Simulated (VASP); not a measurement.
# MgCd2Se3 (P-3m1) in VASP: notebook

The runs below take MgCd2Se3 through single point, relaxation of cell and atoms, with PBE.

Everything below comes from runs of VASP 6.6.1. Logs are shortened: lines on timing, memory, paths and dates and some standing lists are left out, and cuts for length are marked.

**1. The cell of the first run**

It takes space group P-3m1 (No. 164, trigonal). Conventional cell: a = 4.012 Å, b = 4.012 Å, c = 9.821 Å, α = 90.00°, β = 90.00°, γ = 120.00°. Within 3.7 Å of Mg (site symmetry -3m) lie 6 Se at 2.83 Å. Within 4.1 Å of Cd (site symmetry 3m) lie 6 Se at 2.78 to 2.90 Å and 9 Cd at 3.84 to 4.01 Å and 3 Mg at 4.10 Å. Within 3.7 Å of Se (site symmetry 3m) lie 3 Mg at 2.83 Å and 3 Cd at 2.90 Å. Within 3.7 Å of Se (site symmetry -3m) lie 6 Cd at 2.78 Å.

The cell was built from a structure type or drawn by symmetry, and may not be a known phase.

**2. Single point, PBE**

Input file INCAR:

```
ALGO = Normal ; EDIFF = 1E-6
ENCUT = 520 ; GGA = PE
ISIF = 2 ; ISMEAR = 0
LASPH = True ; LCHARG = False
LREAL = False ; LWAVE = False
NBANDS = 31 ; NELM = 60
PREC = Accurate ; SIGMA = 0.1
```

Input file KPOINTS:

```
k-points
0
Gamma
  6 6 2
```

Input file POSCAR:

```
MgCd2Se3
1.0
    4.0124112600      0.0000000000      0.0000000000
   -2.0062056300      3.4748500800      0.0000000000
    0.0000000000      0.0000000000      9.8214522500
Mg Cd Se
1 2 3
Direct
    0.0000000000      0.0000000000      0.0000000000
    0.3333333300      0.6666666700      0.6559943000
    0.6666666700      0.3333333300      0.3440057000
    0.3333333300      0.6666666700      0.1659022100
    0.6666666700      0.3333333300      0.8340977900
    0.0000000000      0.0000000000      0.5000000000
```

Potentials or basis: VASP PAW PBE potentials, release 64 (Mg, Cd, Se).

The run is started by

```sh
$ cat potpaw_PBE.64/Mg/POTCAR potpaw_PBE.64/Cd/POTCAR potpaw_PBE.64/Se/POTCAR > POTCAR
$ mpirun -np 1 vasp_std > vasp.out
```

OUTCAR:

```text
EDIFF = 1E-6
   ENCUT = 520
   GGA = PE
   ISIF = 2
   ISMEAR = 0
   LASPH = True
   LREAL = False
   NELM = 60
   PREC = Accurate

 ion  position               nearest neighbor table
   1  0.000  0.000  0.000-   4 2.83   5 2.83   4 2.83   5 2.83   5 2.83   4 2.83
   2  0.333  0.667  0.656-   6 2.78   6 2.78   6 2.78   5 2.90   5 2.90   5 2.90
   3  0.667  0.333  0.344-   6 2.78   6 2.78   6 2.78   4 2.90   4 2.90   4 2.90
   4  0.333  0.667  0.166-   1 2.83   1 2.83   1 2.83   3 2.90   3 2.90   3 2.90
   5  0.667  0.333  0.834-   1 2.83   1 2.83   1 2.83   2 2.90   2 2.90   2 2.90
   6  0.000  0.000  0.500-   2 2.78   3 2.78   2 2.78   3 2.78   3 2.78   2 2.78

  LATTYP: Found a hexagonal cell.
 ALAT       =     4.0124112600
 C/A-ratio  =     2.4477680910

  Lattice vectors:

 A1 = (   4.0124112600,   0.0000000000,   0.0000000000)
 A2 = (  -2.0062056300,   3.4748500800,   0.0000000000)
 A3 = (   0.0000000000,   0.0000000000,   9.8214522500)

Analysis of symmetry for initial positions (statically):
=====================================================================
 Subroutine PRICEL returns:
 Original cell was already a primitive cell.

 Routine SETGRP: Setting up the symmetry group for a
 hexagonal supercell.

 Subroutine GETGRP returns: Found 12 space group operations
 (whereof 12 operations were pure point group operations)
 out of a pool of 24 trial point group operations.

The static configuration has the point symmetry D_3d.

Analysis of symmetry for dynamics (positions and initial velocities):
=====================================================================
 Subroutine PRICEL returns:
 Original cell was already a primitive cell.

 Routine SETGRP: Setting up the symmetry group for a
 hexagonal supercell.

 Subroutine GETGRP returns: Found 12 space group operations
 (whereof 12 operations were pure point group operations)
 out of a pool of 24 trial point group operations.

The dynamic configuration has the point symmetry D_3d.

 Subroutine INISYM returns: Found 12 space group operations
 (whereof 12 operations are pure point group operations),
 and found     1 'primitive' translations

----------------------------------------------------------------------------------------

                                     Primitive cell

  volume of cell :     136.9359

  direct lattice vectors                    reciprocal lattice vectors
     4.012411260  0.000000000  0.000000000     0.249226696  0.143891100  0.000000000
    -2.006205630  3.474850080  0.000000000     0.000000000  0.287782200  0.000000000
     0.000000000  0.000000000  9.821452250     0.000000000  0.000000000  0.101817936

  length of vectors
     4.012411260  4.012411259  9.821452250     0.287782200  0.287782200  0.101817936

  position of ions in fractional coordinates (direct lattice)
     0.000000000  0.000000000  0.000000000
     0.333333330  0.666666670  0.655994300
     0.666666670  0.333333330  0.344005700
     0.333333330  0.666666670  0.165902210
     0.666666670  0.333333330  0.834097790
     0.000000000  0.000000000  0.500000000

  ion indices of the primitive-cell ions
   primitive index   ion index
                 1           1
                 2           2
                 3           3
                 4           4
                 5           5
                 6           6

----------------------------------------------------------------------------------------

 KPOINTS: k-points

Automatic generation of k-mesh.
 Grid dimensions read from file:
 generate k-points for:    6    6    2

 Generating k-lattice:

  Cartesian coordinates                     Fractional coordinates (reciprocal lattice)
     0.041537783  0.023981850  0.000000000     0.166666667  0.000000000  0.000000000
     0.000000000  0.047963700  0.000000000     0.000000000  0.166666667  0.000000000
     0.000000000  0.000000000  0.050908968     0.000000000  0.000000000  0.500000000

  Length of vectors
     0.047963700  0.047963700  0.050908968

  Shift w.r.t. Gamma in fractional coordinates (k-lattice)
     0.000000000  0.000000000  0.000000000

 Subroutine IBZKPT returns following result:
 ===========================================

 Found     14 irreducible k-points:

 Following reciprocal coordinates:
            Coordinates               Weight
  0.000000  0.000000  0.000000      1.000000
  0.166667  0.000000  0.000000      6.000000
  0.333333  0.000000  0.000000      6.000000
  0.500000  0.000000  0.000000      3.000000
  0.166667  0.166667  0.000000      6.000000
  0.333333  0.166667  0.000000     12.000000
  0.333333  0.333333  0.000000      2.000000
  0.000000  0.000000  0.500000      1.000000
  0.166667  0.000000  0.500000      6.000000
  0.333333  0.000000  0.500000      6.000000
  0.500000  0.000000  0.500000      3.000000
  0.166667  0.166667  0.500000      6.000000
  0.333333  0.166667  0.500000     12.000000
  0.333333  0.333333  0.500000      2.000000
[... 25 lines left out ...]
   ISYM   =      2    0-nonsym 1-usesym 2-fastsym
   POTIM  = 0.5000    time-step for ionic-motion
   TEBEG  =    0.0;   TEEND  =   0.0 temperature during run
   PSTRESS=    0.0 pullay stress
   NELECT =      44.0000    total number of electrons
   NUPDOWN=      -1.0000    fix difference up-down
   EMIN   =  10.00;   EMAX   =-10.00  energy-range for DOS
   EFERMI =   0.00;   METHOD = LEGACY
   ISMEAR =     0;   SIGMA  =   0.10  broadening in eV -4-tet -1-fermi 0-gaus
   EFERMI_NEDOS =   21; number of points for ismear=-14 and -15
   IALGO  =     38    algorithm
   IMIX   =      4    mixing-type and parameters
     AMIX     =   0.40;   BMIX     =  1.00
     AMIX_MAG =   1.60;   BMIX_MAG =  1.00
  volume/ion in A,a.u.               =      22.82       154.01
  Fermi-wavevector in a.u.,A,eV,Ry     =   1.121295  2.118941 17.106646  1.257303
  Thomas-Fermi vector in A             =   2.257948
   LORBIT       =      0    0 simple, 1 ext, 2 COOP (PROOUT), +10 PAW based schemes
   GGA     = PE    functional components
   LHFCALC =     F    Hartree Fock is set to
   AEXX    =    0.0000 exact exchange contribution
   IVDW    =     0    specifies the selected vdW correction
   LEPSILON=     F    determine dielectric tensor
   LRPA    =     F    only Hartree local field effects (RPA)
 non-spin polarized calculation
 Gauss-broadening in eV      SIGMA  =   0.10
  energy-cutoff  :      520.00
  volume of cell :      136.94
 maximum number of plane-waves:      3715
 NGX is ok and might be reduce to    30
   NGX = 15   NGY = 15   NGZ = 37

 number of electron      44.0000010 magnetization

 Free energy of the ion-electron system (eV)
  ---------------------------------------------------
  ext. energy  EPLUGINS =         0.00000000
  ---------------------------------------------------
  free energy    TOTEN  =       -17.66318266 eV

  energy without entropy =      -17.65721868  energy(sigma->0) =      -17.66020067

 E-fermi :   2.5751     XC(G=0):  -9.7962

 val. band max:        2.5158466856   @ k =   0.0000   0.0000   0.0000
 cond. band min:       2.6037103642   @ k =   0.5000   0.0000   0.0000
 fundamental gap:      0.0878636785
 Fermi energy:         2.5751283674

 k-point     1 :       0.0000    0.0000    0.0000
  band No.  band energies     occupation
      1     -10.6362      2.00000
      2      -9.6840      2.00000
      3      -9.4302      2.00000
      4      -5.7098      2.00000
      5      -5.7098      2.00000
      6      -5.6027      2.00000
[... 23 lines left out ...]
     30       8.9767      0.00000
     31       9.5149      0.00000

 k-point     2 :       0.1667    0.0000    0.0000
  band No.  band energies     occupation
      1     -10.4900      2.00000
      2      -9.5985      2.00000
      3      -9.3308      2.00000
      4      -5.6856      2.00000
      5      -5.6337      2.00000
      6      -5.5977      2.00000
[... 23 lines left out ...]
     30       9.5682      0.00000
     31       9.7866      0.00000

 k-point     3 :       0.3333    0.0000    0.0000
  band No.  band energies     occupation
      1     -10.1940      2.00000
      2      -9.3682      2.00000
      3      -9.1334      2.00000
      4      -5.6826      2.00000
      5      -5.6065      2.00000
      6      -5.5595      2.00000
[... 363 lines left out ...]
     30       9.2811      0.00000
     31       9.4370      0.00000

 k-point    14 :       0.3333    0.3333    0.5000
  band No.  band energies     occupation
      1      -9.9941      2.00000
      2      -9.0531      2.00000
      3      -9.0531      2.00000
      4      -5.5984      2.00000
      5      -5.5679      2.00000
      6      -5.5679      2.00000
[... 23 lines left out ...]
     30       9.8852      0.00000
     31      10.4143      0.00000

------------------------ aborting loop because EDIFF is reached ----------------------------------------

  FORCE on cell =-STRESS in cart. coord.  units (eV):
  Direction    XX          YY          ZZ          XY          YZ          ZX
  --------------------------------------------------------------------------------------
  -------------------------------------------------------------------------------------
  Total        0.5232621      0.5232621      0.2336350      0.0000000      0.0000000      0.0000000
  in kB        6.1222723      6.1222723      2.7335765      0.0000000      0.0000000      0.0000000
  external PRESSURE =       4.9927070 kB  Pullay stress =       0.0000000 kB

 VOLUME and BASIS-vectors are now :
 -----------------------------------------------------------------------------
  energy-cutoff  :      520.00
  volume of cell :      136.94
      direct lattice vectors                 reciprocal lattice vectors
     4.012411260  0.000000000  0.000000000     0.249226696  0.143891100  0.000000000
    -2.006205630  3.474850080  0.000000000     0.000000000  0.287782200  0.000000000
     0.000000000  0.000000000  9.821452250     0.000000000  0.000000000  0.101817936

 POSITION                                       TOTAL-FORCE (eV/Angst)
 -----------------------------------------------------------------------------------
      0.00000      0.00000      0.00000         0.000000      0.000000      0.000000
     -0.00000      2.31657      6.44282        -0.000000     -0.000000      0.853156
      2.00621      1.15828      3.37864        -0.000000      0.000000     -0.853156
     -0.00000      2.31657      1.62940         0.000000     -0.000000     -0.214391
      2.00621      1.15828      8.19205         0.000000      0.000000      0.214391
      0.00000      0.00000      4.91073         0.000000      0.000000      0.000000
 -----------------------------------------------------------------------------------
    total drift:                               -0.000000      0.000000     -0.000000

  FREE ENERGIE OF THE ION-ELECTRON SYSTEM (eV)
  ---------------------------------------------------
  free  energy   TOTEN  =       -17.6631826595 eV

  energy  without entropy=      -17.6572186761  energy(sigma->0) =      -17.66020067
```

Wall time 2.5 min (1 thread of Intel Xeon 8259CL, shared host); peak memory 0.28 GiB.

What came out:

```yaml
Free_energy: -17.6632 eV
Pressure: 0.5 GPa
Largest_force: 0.853 eV/Å
Band_gap_on_the_k_mesh: 0.09 eV (least direct gap 0.67 eV)
```

Forces on the atoms (eV/Å):
```
Mg   0.000  0.000  0.000
Cd   0.000  0.000  0.853
Cd   0.000  0.000 -0.853
Se   0.000  0.000 -0.214
Se   0.000  0.000  0.214
Se   0.000  0.000  0.000
```

A k mesh can miss the band edges.

**3. Single point, PBE**

Input file INCAR:

```
SYSTEM = MgCd2Se3
PREC = Accurate
ENCUT = 520
EDIFF = 1E-7
ISMEAR = 0
SIGMA = 0.1
LREAL = .FALSE.
LASPH = .TRUE.
NELM = 60
ALGO = Normal
ISIF = 2
LWAVE = .FALSE.
LCHARG = .FALSE.
GGA = PE
NBANDS = 31
```

Input file KPOINTS:

```
Automatic mesh
0
G
  6 6 2
  0 0 0
```

Input file POSCAR:

```
MgCd2Se3
1.0
    4.0130707699      0.0000000000      0.0000000000
   -2.0065353849      3.4754212339      0.0000000000
    0.0000000000      0.0000000000      9.8114888886
Mg Cd Se
1 2 3
Direct
    0.0000000000      0.0000000000      0.0000000000
    0.3333333333      0.6666666667      0.6707627570
    0.6666666667      0.3333333333      0.3292372430
    0.3333333333      0.6666666667      0.1579005020
    0.6666666667      0.3333333333      0.8420994980
    0.0000000000      0.0000000000      0.5000000000
```

Potentials or basis: VASP PAW PBE potentials, release 64 (Mg, Cd, Se).

The run is started by

```sh
$ cat potpaw_PBE.64/Mg/POTCAR potpaw_PBE.64/Cd/POTCAR potpaw_PBE.64/Se/POTCAR > POTCAR
$ mpirun -np 1 vasp_std > vasp.out
```

Run time: 2.4 min. Hardware: 1 thread of Intel Xeon 8259CL, shared host; peak memory 0.28 GiB.

The run converged. Its results:

```yaml
Free_energy: -17.8028 eV
Pressure: 0.0 GPa
Largest_force: 0.062 eV/Å
Band_gap_on_the_k_mesh: 0.17 eV (least direct gap 0.74 eV)
```

Forces in eV/Å, atoms in the order of the input:
```
Mg   0.000  0.000  0.000
Cd   0.000  0.000 -0.033
Cd   0.000  0.000  0.033
Se   0.000  0.000 -0.062
Se   0.000  0.000  0.062
Se   0.000  0.000  0.000
```

Levels at points of the mesh, in eV from the valence-band top:
```
           k point  band 18  band 19  band 20  band 21  band 22  band 23  band 24  band 25  band 26  band 27
(0.00, 0.00, 0.00)    -0.40    -0.40    -0.39    -0.01    -0.01     0.76     3.34     3.39     6.02     6.02
(0.50, 0.00, 0.00)    -1.91    -1.48    -1.16    -0.91    -0.57     0.17     3.26     3.57     4.87     5.11
(0.00, 0.00, 0.50)    -0.64    -0.27    -0.27    -0.07    -0.07     2.35     2.67     3.27     5.51     5.51
(0.50, 0.00, 0.50)    -2.42    -1.62    -1.57    -0.17    -0.14     1.17     1.83     3.25     5.28     5.51
```

A k mesh can miss the band edges.

**4. Relaxation of cell and atoms, PBE**

Input file INCAR:

```
SYSTEM = MgCd2Se3
ALGO = Normal ; EDIFF = 1E-6
EDIFFG = -0.04 ; ENCUT = 600
GGA = PE ; IBRION = 2
ISIF = 3 ; ISMEAR = 0
LASPH = .TRUE. ; LCHARG = .FALSE.
LREAL = .FALSE. ; LWAVE = .FALSE.
NELM = 60 ; NSW = 90
PREC = Accurate ; SIGMA = 0.1
```

Input file KPOINTS:

```
k-points
0
G
  6 6 2
  0 0 0
```

Input file POSCAR:

```
MgCd2Se3
1.0
    4.0124112600      0.0000000000      0.0000000000
   -2.0062056300      3.4748500800      0.0000000000
    0.0000000000      0.0000000000      9.8214522500
Mg Cd Se
1 2 3
Direct
    0.0000000000      0.0000000000      0.0000000000
    0.3333333300      0.6666666700      0.6559943000
    0.6666666700      0.3333333300      0.3440057000
    0.3333333300      0.6666666700      0.1659022100
    0.6666666700      0.3333333300      0.8340977900
    0.0000000000      0.0000000000      0.5000000000
```

The run is started by

```sh
$ cat potpaw_PBE.64/Mg/POTCAR potpaw_PBE.64/Cd/POTCAR potpaw_PBE.64/Se/POTCAR > POTCAR
$ mpirun -np 1 vasp_std > vasp.out
```

It took 7.9 min on 1 thread of Intel Xeon 8259CL, shared host; peak memory 0.32 GiB.

It converged, with:

```yaml
Free_energy: -17.8028 eV
Relaxed_volume: 22.78 Å³/atom
Relaxed_cell: a = 4.010 Å, b = 4.010 Å, c = 9.817 Å, α = 90.00°, β = 90.00°, γ = 120.00°
Space_group_after_relaxing_to_0.1_Å: P-3m1 (No. 164)
Energy_gained_by_relaxing: 23.4 meV/atom
Ionic_steps: 7
Pressure_after_relaxing: 0.1 GPa
Largest_force_after_relaxing: 0.008 eV/Å
Band_gap_on_the_k_mesh: 0.16 eV (least direct gap 0.75 eV)
```

Forces in eV/Å, atoms in the order of the input:
```
Mg   0.000  0.000  0.000
Cd   0.000  0.000 -0.008
Cd   0.000  0.000  0.008
Se   0.000  0.000 -0.002
Se   0.000  0.000  0.002
Se   0.000  0.000  0.000
```

Step by step:
| step | energy change (eV) | largest force (eV/Å) | pressure (GPa) | volume (Å³) |
| --- | --- | --- | --- | --- |
| 1 | 0.0000 | 0.8530 | 0.46 | 136.94 |
| 2 | -0.0634 | 0.5564 | -0.30 | 138.24 |
| 3 | -0.1038 | 0.2700 | -1.31 | 140.32 |
| 4 | -0.1303 | 0.2412 | 0.43 | 136.07 |
| 5 | -0.1304 | 0.2430 | 0.32 | 136.30 |
| 6 | -0.1380 | 0.1149 | 0.17 | 136.51 |
| 7 | -0.1402 | 0.0076 | 0.05 | 136.69 |

Final structure:
```
CELL_PARAMETERS angstrom
4.00973 0.00000 0.00000
-2.00487 3.47253 0.00000
0.00000 0.00000 9.81697
ATOMIC_POSITIONS crystal
Mg 0.00000 0.00000 0.00000
Cd 0.33333 0.66667 0.67073
Cd 0.66667 0.33333 0.32927
Se 0.33333 0.66667 0.15698
Se 0.66667 0.33333 0.84302
Se 0.00000 0.00000 0.50000
```

Levels at points of the mesh, in eV from the valence-band top:
```csv
k point,band 19,band 20,band 21,band 22,band 23,band 24,band 25,band 26
"(0.00, 0.00, 0.00)",-0.40,-0.40,-0.01,-0.01,0.77,3.35,3.42,6.04
"(0.50, 0.00, 0.00)",-1.48,-1.18,-0.90,-0.59,0.16,3.26,3.58,4.84
"(0.00, 0.00, 0.50)",-0.26,-0.26,-0.08,-0.08,2.35,2.68,3.29,5.52
"(0.50, 0.00, 0.50)",-1.61,-1.57,-0.18,-0.15,1.17,1.84,3.25,5.28
```

A k mesh can miss the band edges.

**5. Single point, PBE**

This run uses another cell than the first one, of 22.74 Å³/atom.

Input file INCAR:

```
PREC     = Accurate       # precision mode
ENCUT    = 520            # plane-wave cutoff, eV
EDIFF    = 1E-6           # SCF threshold, eV
ISMEAR   = 0              # smearing method
SIGMA    = 0.01           # smearing width, eV
LREAL    = False          # projectors in reciprocal space
LASPH    = True           # aspherical terms in the spheres
NELM     = 60             # most SCF steps
ALGO     = Normal         # electronic algorithm
ISIF     = 2              # what is computed and relaxed
LWAVE    = False          # write WAVECAR
LCHARG   = False          # write CHGCAR
GGA      = PE             # functional
NBANDS   = 31             # bands
```

Input file KPOINTS:

```
Automatic mesh
0
Gamma
  12 12 4
```

Input file POSCAR:

```
MgCd2Se3
1.0
    4.0067605365      0.0000000000      0.0000000000
   -2.0033802682      3.4699564115      0.0000000000
    0.0000000000      0.0000000000      9.8137532711
Mg Cd Se
1 2 3
Direct
    0.0000000000      0.0000000000      0.0000000000
    0.3333333333      0.6666666667      0.6704401658
    0.6666666667      0.3333333333      0.3295598342
    0.3333333333      0.6666666667      0.1576173390
    0.6666666667      0.3333333333      0.8423826610
    0.0000000000      0.0000000000      0.5000000000
```

The run is started by

```sh
$ cat potpaw_PBE.64/Mg/POTCAR potpaw_PBE.64/Cd/POTCAR potpaw_PBE.64/Se/POTCAR > POTCAR
$ mpirun -np 1 vasp_std > vasp.out
```

Run time: 8.2 min. Hardware: 1 thread of Intel Xeon 8259CL, shared host; peak memory 0.45 GiB.

The run converged. Its results:

| Item | Value |
| --- | --- |
| Free energy | -17.8203 eV |
| Pressure | 0.2 GPa |
| Largest force | 0.032 eV/Å |
| Band gap on the k mesh | 0.17 eV (least direct gap 0.75 eV) |

Forces on the atoms (eV/Å):
```
Mg   0.000  0.000  0.000
Cd   0.000  0.000 -0.001
Cd   0.000  0.000  0.001
Se   0.000  0.000 -0.032
Se   0.000  0.000  0.032
Se   0.000  0.000  0.000
```

Levels at points of the mesh, in eV from the valence-band top:
| k point | band 20 | band 21 | band 22 | band 23 | band 24 | band 25 |
| --- | --- | --- | --- | --- | --- | --- |
| (0.00, 0.00, 0.00) | -0.40 | -0.01 | -0.01 | 0.78 | 3.35 | 3.42 |
| (0.50, 0.00, 0.00) | -1.17 | -0.90 | -0.58 | 0.17 | 3.27 | 3.58 |
| (0.00, 0.00, 0.50) | -0.25 | -0.08 | -0.08 | 2.36 | 2.69 | 3.29 |
| (0.50, 0.00, 0.50) | -1.56 | -0.17 | -0.15 | 1.17 | 1.85 | 3.25 |

A k mesh can miss the band edges.

**6. The runs side by side**

```tsv
task	cell	k mesh	cutoff (eV)	smearing	gap on the mesh (eV)	pressure (GPa)	largest force (eV/Å)
single point	a = 4.012, b = 4.012, c = 9.821 Å, angles 90.0, 90.0, 120.0°, 6 atoms, atomic positions A	6 × 6 × 2	520	gaussian 0.1 eV	0.09	0.5	0.85
single point	a = 4.013, b = 4.013, c = 9.811 Å, angles 90.0, 90.0, 120.0°, 6 atoms, atomic positions B	6 × 6 × 2	520	gaussian 0.1 eV	0.17	0.0	0.06
relaxation of cell and atoms	relaxed from a = 4.012, b = 4.012, c = 9.821 Å, angles 90.0, 90.0, 120.0°, 6 atoms, atomic positions A	6 × 6 × 2	600	gaussian 0.1 eV	0.16	0.1	0.01
single point	a = 4.007, b = 4.007, c = 9.814 Å, angles 90.0, 90.0, 120.0°, 6 atoms, atomic positions B	12 × 12 × 4	520	gaussian 0.01 eV	0.17	0.2	0.03
```

Alike in all rows: level PBE; potentials or basis VASP PAW PBE potentials, release 64 (Mg, Cd, Se); no spin polarisation.

Absolute energies hang on the potentials; compare differences alone.
